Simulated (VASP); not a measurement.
The system is SnTe3.

```xyz
4
Lattice="0.0000 3.8353 3.8353 3.8353 0.0000 3.8353 3.8353 3.8353 0.0000" Properties=species:S:1:pos:R:3 pbc="T T T"
Te    3.8353    3.8353    3.8353
Te    5.7530    5.7530    5.7530
Te    1.9177    1.9177    1.9177
Sn    0.0000    0.0000    0.0000
```

This cell differs from its parent crystal: volume scaled by 0.98.

Base run:

* Program: VASP 6.6.1
* Functional: LDA
* Potentials or basis: VASP PAW LDA potentials, release 64 (Te, Sn_d)
* Cutoff: 520 eV
* k mesh: 6 × 6 × 6
* Occupations: fermi-dirac, width 0.05 eV
* Spin: no spin polarisation

Its results: band gap on the k mesh zero (band 16 reaches 8.21 eV, above the bottom of band 17 at 5.93 eV); pressure -2.9 GPa.

Question: The run is repeated on the same cell with these changes: functional from LDA to PBE; potentials or basis from VASP PAW LDA potentials, release 64 (Te, Sn_d) to VASP PAW PBE potentials, release 64 (Te, Sn_d). What comes out?

Answer: Band gap on the k mesh zero (band 16 reaches 8.38 eV, above the bottom of band 17 at 6.10 eV); pressure 1.1 GPa.

Caveats: spin-orbit coupling is left out, which moves the levels of the heavy elements.
